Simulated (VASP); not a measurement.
Set up this calculation in VASP 6.6.1, as the native input.

```
Task                   : relaxation of cell and atoms
Functional             : PBE
Potentials or basis    : VASP PAW PBE potentials, release 64 (Ru_pv)
Cutoff                 : 600 eV
k mesh                 : 18 × 18 × 10
Occupations            : gaussian, width 0.1 eV
Spin                   : no spin polarisation
Dipole correction      : no
Further INCAR settings : ALGO = Fast; EDIFF = 1e-06; IBRION = 2; EDIFFG = -0.002; NSW = 100; ISIF = 3
```

The structure of Ru lies in POSCAR:

```
Ru
1.0
    2.7058000000      0.0000000000      0.0000000000
   -1.3529000000      2.3432915376      0.0000000000
    0.0000000000      0.0000000000      4.2819000000
Ru
2
Direct
    0.3333333333      0.6666666667      0.2500000000
    0.6666666667      0.3333333333      0.7500000000
```

The input as run:

INCAR

```
ALGO = Fast
EDIFF = 1E-6
EDIFFG = -0.002
ENCUT = 600
GGA = PE
IBRION = 2
ISIF = 3
ISMEAR = 0
LASPH = T
LCHARG = F
LREAL = F
LWAVE = F
NELM = 100
NSW = 100
PREC = Accurate
SIGMA = 0.1
```

KPOINTS

```
k-points
0
Gamma
  18 18 10
```

Potentials or basis: VASP PAW PBE potentials, release 64 (Ru_pv).

The run is started by

```console
$ cat potpaw_PBE.64/Ru_pv/POTCAR > POTCAR
$ mpirun -np 1 vasp_std > vasp.out
```

Results of the run:

| Quantity | Value |
| --- | --- |
| Relaxed volume | 13.76 Å³/atom |
| Relaxed cell | a = 2.720 Å, b = 2.720 Å, c = 4.296 Å, α = 90.00°, β = 90.00°, γ = 120.00° |
| Space group after relaxing (to 0.1 Å) | P6_3/mmc (No. 194) |
| Energy gained by relaxing | 2.5 meV/atom |
| Ionic steps | 11 |
| Pressure after relaxing | 0.0 GPa |
| Band gap on the k mesh | zero (bands 14 and 15 overlap by 3.07 eV) |

Run time: 7.4 min on 1 thread of Intel(R) Xeon(R) Platinum 8259CL CPU @ 2.50GHz (Skylake/Cascade Lake), on a shared host, peak memory 0.24 GiB.
